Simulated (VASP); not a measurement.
# NaI (Fm-3m) in VASP: a series of runs, part 2 of 2

VASP 6.6.1.

### Step 4. Single point, LDA

Input file INCAR:

```
SYSTEM = NaI
PREC     = Accurate       ! precision mode
ENCUT    = 500            ! plane-wave cutoff, eV
EDIFF    = 1E-6           ! SCF threshold, eV
ISMEAR   = 0              ! smearing method
SIGMA    = 0.01           ! smearing width, eV
LREAL    = .FALSE.        ! projectors in reciprocal space
LASPH    = .TRUE.         ! aspherical terms in the spheres
NELM     = 120            ! most SCF steps
ALGO     = Normal         ! electronic algorithm
ISIF     = 2              ! what is computed and relaxed
LWAVE    = .FALSE.        ! write WAVECAR
LCHARG   = .TRUE.         ! write CHGCAR
LELF     = .TRUE.         ! ELF
LVHAR    = .TRUE.       
NBANDS   = 14             ! bands
GGA_COMPAT= .FALSE.
```

Input file KPOINTS:

```
Automatic mesh
0
G
  6 6 6
  0 0 0
```

Input file POSCAR:

```
NaI
1.0
    0.0000000000      3.2296282834      3.2296282834
    3.2296282834      0.0000000000      3.2296282834
    3.2296282834      3.2296282834      0.0000000000
Na I
1 1
Direct
    0.0000000000      0.0000000000      0.0000000000
    0.5000000000      0.5000000000      0.5000000000
```

Potentials or basis: VASP PAW LDA potentials, release 64 (Na_pv, I).

On the command line:

```sh
$ cat potpaw_LDA.64/Na_pv/POTCAR potpaw_LDA.64/I/POTCAR > POTCAR
$ mpirun -np 1 vasp_std > vasp.out
```

OUTCAR:

```text
SYSTEM = NaI
   PREC = Accurate
   ENCUT = 500
   EDIFF = 1E-6
   ISMEAR = 0
   LREAL = .FALSE.
   LASPH = .TRUE.
   NELM = 120
   ISIF = 2

 ion  position               nearest neighbor table
   1  0.000  0.000  0.000-
   2  0.500  0.500  0.500-

  LATTYP: Found a face centered cubic cell.
 ALAT       =     6.4592565668

  Lattice vectors:

 A1 = (   0.0000000000,   3.2296282834,   3.2296282834)
 A2 = (   3.2296282834,   0.0000000000,   3.2296282834)
 A3 = (   3.2296282834,   3.2296282834,   0.0000000000)

Analysis of symmetry for initial positions (statically):
=====================================================================
 Subroutine PRICEL returns:
 Original cell was already a primitive cell.

 Routine SETGRP: Setting up the symmetry group for a
 face centered cubic supercell.

 Subroutine GETGRP returns: Found 48 space group operations
 (whereof 48 operations were pure point group operations)
 out of a pool of 48 trial point group operations.

The static configuration has the point symmetry O_h .

Analysis of symmetry for dynamics (positions and initial velocities):
=====================================================================
 Subroutine PRICEL returns:
 Original cell was already a primitive cell.

 Routine SETGRP: Setting up the symmetry group for a
 face centered cubic supercell.

 Subroutine GETGRP returns: Found 48 space group operations
 (whereof 48 operations were pure point group operations)
 out of a pool of 48 trial point group operations.

The dynamic configuration has the point symmetry O_h .

 Subroutine INISYM returns: Found 48 space group operations
 (whereof 48 operations are pure point group operations),
 and found     1 'primitive' translations

----------------------------------------------------------------------------------------

                                     Primitive cell

  volume of cell :      67.3733

  direct lattice vectors                    reciprocal lattice vectors
     0.000000000  3.229628283  3.229628283    -0.154816578  0.154816578  0.154816578
[... 109 lines left out ...]
 Gauss-broadening in eV      SIGMA  =   0.01
  energy-cutoff  :      500.00
  volume of cell :       67.37
 maximum number of plane-waves:      1724
 NGX is ok and might be reduce to    36
   NGX = 17   NGY = 17   NGZ = 17

 number of electron      14.0000003 magnetization

 Free energy of the ion-electron system (eV)
  ---------------------------------------------------
  ext. energy  EPLUGINS =         0.00000000
  ---------------------------------------------------
  free energy    TOTEN  =        -5.98580353 eV

  energy without entropy =       -5.98580353  energy(sigma->0) =       -5.98580353

 E-fermi :   0.8009     XC(G=0):  -8.1250

 val. band max:        0.6632477113   @ k =   0.0000   0.0000   0.0000
 cond. band min:       4.0249692563   @ k =   0.0000   0.0000   0.0000
 fundamental gap:      3.3617215450
 Fermi energy:         0.8009401982

 k-point     1 :       0.0000    0.0000    0.0000
  band No.  band energies     occupation
      1     -21.7179      2.00000
      2     -21.7179      2.00000
      3     -21.7179      2.00000
      4     -10.4364      2.00000
      5       0.6632      2.00000
      6       0.6632      2.00000
      7       0.6632      2.00000
      8       4.0250      0.00000
      9       8.4606      0.00000
     10       8.4606      0.00000
     11       8.4606      0.00000
     12      10.3398      0.00000
     13      10.3398      0.00000
     14      10.8609      0.00000
[... 241 lines left out ...]
      1     -21.7216      2.00000
      2     -21.7203      2.00000
      3     -21.7198      2.00000
      4     -10.0280      2.00000
      5      -1.0720      2.00000
      6      -0.4868      2.00000
      7      -0.2652      2.00000
      8       5.8176      0.00000
      9       6.9920      0.00000
     10       9.0626      0.00000
     11       9.0937      0.00000
     12      12.0347      0.00000
     13      12.9426      0.00000
     14      13.2026      0.00000

------------------------ aborting loop because EDIFF is reached ----------------------------------------

  FORCE on cell =-STRESS in cart. coord.  units (eV):
  Direction    XX          YY          ZZ          XY          YZ          ZX
  --------------------------------------------------------------------------------------
  -------------------------------------------------------------------------------------
  Total       -0.6486692     -0.6486692     -0.6486692     -0.0000000      0.0000000     -0.0000000
  in kB      -15.4257486    -15.4257486    -15.4257486     -0.0000000      0.0000000     -0.0000000
  external PRESSURE =     -15.4257486 kB  Pullay stress =       0.0000000 kB

 VOLUME and BASIS-vectors are now :
 -----------------------------------------------------------------------------
  energy-cutoff  :      500.00
  volume of cell :       67.37
      direct lattice vectors                 reciprocal lattice vectors
     0.000000000  3.229628283  3.229628283    -0.154816578  0.154816578  0.154816578
     3.229628283  0.000000000  3.229628283     0.154816578 -0.154816578  0.154816578
     3.229628283  3.229628283  0.000000000     0.154816578  0.154816578 -0.154816578

 POSITION                                       TOTAL-FORCE (eV/Angst)
 -----------------------------------------------------------------------------------
      0.00000      0.00000      0.00000         0.000000      0.000000     -0.000000
      3.22963      3.22963      3.22963        -0.000000     -0.000000      0.000000
 -----------------------------------------------------------------------------------
    total drift:                                0.000000      0.000000      0.000000

  FREE ENERGIE OF THE ION-ELECTRON SYSTEM (eV)
  ---------------------------------------------------
  free  energy   TOTEN  =        -5.9858035270 eV

  energy  without entropy=       -5.9858035270  energy(sigma->0) =       -5.98580353
```

OSZICAR:

```text
N       E                     dE             d eps       ncg     rms          rms(c)
DAV:   1     0.810562148632E+02    0.81056E+02   -0.64489E+03   448   0.879E+02
DAV:   2    -0.706502808339E-01   -0.81127E+02   -0.75774E+02   484   0.218E+02
DAV:   3    -0.592986692796E+01   -0.58592E+01   -0.58266E+01   574   0.570E+01
DAV:   4    -0.605978620887E+01   -0.12992E+00   -0.12988E+00   566   0.881E+00
DAV:   5    -0.606276632825E+01   -0.29801E-02   -0.29800E-02   598   0.132E+00    0.163E+00
DAV:   6    -0.600067318721E+01    0.62093E-01   -0.60599E-02   532   0.160E+00    0.105E+00
DAV:   7    -0.598629442161E+01    0.14379E-01   -0.44922E-02   574   0.116E+00    0.495E-01
DAV:   8    -0.598586049281E+01    0.43393E-03   -0.30764E-03   532   0.470E-01    0.109E-01
DAV:   9    -0.598580431217E+01    0.56181E-04   -0.15298E-04   550   0.118E-01    0.325E-02
DAV:  10    -0.598580368283E+01    0.62934E-06   -0.20185E-05   604   0.483E-02    0.634E-03
DAV:  11    -0.598580352698E+01    0.15585E-06   -0.10060E-06   434   0.125E-02
   1 F= -.59858035E+01 E0= -.59858035E+01  d E =-.359013E-86
```

stdout:

```text
POSCAR found type information on POSCAR NaI
 POSCAR found :  2 types and       2 ions
 scaLAPACK will be used
 LDA part: xc-table for (Slater(with rela. corr.)+CA(PZ))
 , standard interpolation
 POSCAR, INCAR and KPOINTS ok, starting setup
 FFT: planning ... GRIDC
 FFT: planning ... GRID_SOFT
 FFT: planning ... GRID
 WAVECAR not read
 entering main loop
```

Wall time 16 s (1 thread of AMD EPYC 7R43 (Zen 3), shared host); peak memory 0.14 GiB.

What came out:

- Free energy: -5.9858 eV
- Pressure: -1.5 GPa
- Band gap on the k mesh: 3.36 eV

Levels at points of the mesh, in eV from the valence-band top:
| k point | band 5 | band 6 | band 7 | band 8 | band 9 | band 10 |
| --- | --- | --- | --- | --- | --- | --- |
| (0.00, 0.00, 0.00) | 0.00 | 0.00 | 0.00 | 3.36 | 7.80 | 7.80 |
| (0.50, 0.00, 0.00) | -2.27 | -0.29 | -0.29 | 4.86 | 7.28 | 7.28 |
| (0.50, 0.50, 0.00) | -1.98 | -0.77 | -0.77 | 4.27 | 5.36 | 9.65 |

Caveat: spin-orbit coupling is left out, which moves the levels of the heavy elements. A hybrid or GW would open this gap; LDA tends to underestimate it.

### Step 5. Summary

| level | potentials or basis | smearing | gap on the mesh (eV) | pressure (GPa) |
| --- | --- | --- | --- | --- |
| PBEsol | VASP PAW PBE potentials, release 64 (Na_pv, I) | gaussian 0.01 eV | 3.52 | -0.4 |
| PBEsol | VASP PAW PBE potentials, release 64 (Na_pv, I) | methfessel-paxton 0.05 eV | 3.52 | -0.4 |
| LDA | VASP PAW LDA potentials, release 64 (Na_pv, I) | gaussian 0.01 eV | 3.36 | -1.5 |

Alike in all rows: task single point; no spin polarisation; cell as given; k mesh 6 × 6 × 6; cutoff (eV) 500.

Caveats: spin-orbit coupling is left out, which moves the levels of the heavy elements; the PAW data sets were made with another functional, which shifts forces and pressure a little (at least some runs).

Total energies depend on the potentials used, so only differences within one code and one set of settings carry meaning.
